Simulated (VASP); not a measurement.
Set up this calculation in VASP 6.6.1, as the native input.

| Quantity | Value |
| --- | --- |
| Task | single point |
| Functional | PBE |
| Potentials or basis | VASP PAW PBE potentials, release 64 (Cu, P) |
| Cutoff | 520 eV |
| k mesh | 8 × 8 × 8 |
| Occupations | gaussian, width 0.05 eV |
| Spin | no spin polarisation |
| Dipole correction | no |
| Further INCAR settings | ALGO = Normal; EDIFF = 1e-06; NBANDS = 15 |

The structure of CuP lies in POSCAR:

```
CuP
1.0
    0.0000000000      2.3295494226      2.3295494226
    2.3295494226      0.0000000000      2.3295494226
    2.3295494226      2.3295494226      0.0000000000
Cu P
1 1
Direct
    0.5000000000      0.5000000000      0.5000000000
    0.0000000000      0.0000000000      0.0000000000
```

These files were run (other wordings do the same):

INCAR

```
SYSTEM = CuP
PREC = Accurate ; ENCUT = 520
EDIFF = 1E-6 ; ISMEAR = 0
SIGMA = 0.05 ; LREAL = .False.
LASPH = .True. ; NELM = 60
ALGO = Normal ; ISIF = 2
LWAVE = .False. ; LCHARG = .False.
GGA = PE ; NBANDS = 15
```

KPOINTS

```
Automatic mesh
0
Gamma
  8 8 8
  0 0 0
```

Potentials or basis: VASP PAW PBE potentials, release 64 (Cu, P).

The run is started by

```console
$ cat potpaw_PBE.64/Cu/POTCAR potpaw_PBE.64/P/POTCAR > POTCAR
$ mpirun -np 1 vasp_std > vasp.out
```

It gave:

```json
{"Pressure": "17.8 GPa", "Band gap on the k mesh": "zero (bands 8 and 9 overlap by 5.43 eV)"}
```

Caveat: the cell stands under pressure.

It took 29 s on 1 thread of Intel Xeon 8259CL, with other jobs on the host, peak memory 0.16 GiB.
